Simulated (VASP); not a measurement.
A run of VASP 6.6.1 is set up as follows.

Contents of INCAR:

```
  PREC = Accurate
  ENCUT = 520
  EDIFF = 1E-6
  ISMEAR = 0
  SIGMA = 0.1
  LREAL = False
  LASPH = True
  NELM = 100
  ALGO = Normal
  ISIF = 2
  LWAVE = False
  LCHARG = False
  GGA = PE
  NBANDS = 22
```

The input KPOINTS:

```
Automatic mesh
0
Gamma
  8 8 6
```

Contents of POSCAR:

```
B
1.0
   -1.4692628849      2.6624645063      0.0000026177
    0.0000682038      0.0000359684     -3.2660982099
   -4.4054081686     -2.6611987036      0.0001580406
B
8
Direct
    0.5170060657      0.4100692034      0.8287841119
    0.0170078705      0.4100723750      0.3287887664
    0.2670072385      0.0899321568      0.5787857019
    0.7670002989      0.0899278845      0.0787829295
    0.9829941748      0.5899284455      0.6712124631
    0.4829898997      0.5899306133      0.1712150686
    0.2329983972      0.9100699782      0.9212148245
    0.7329960545      0.9100693434      0.4212161341
```

Potentials or basis: VASP PAW PBE potentials, release 64 (B).

Command:

```console
$ cat potpaw_PBE.64/B/POTCAR > POTCAR
$ mpirun -np 1 vasp_std > vasp.out
```

(1) Predict the pressure.

(2) Estimate the band gap on the k mesh.

Results:

(1) 0.0 GPa.

(2) zero (bands 12 and 13 overlap by 1.03 eV).
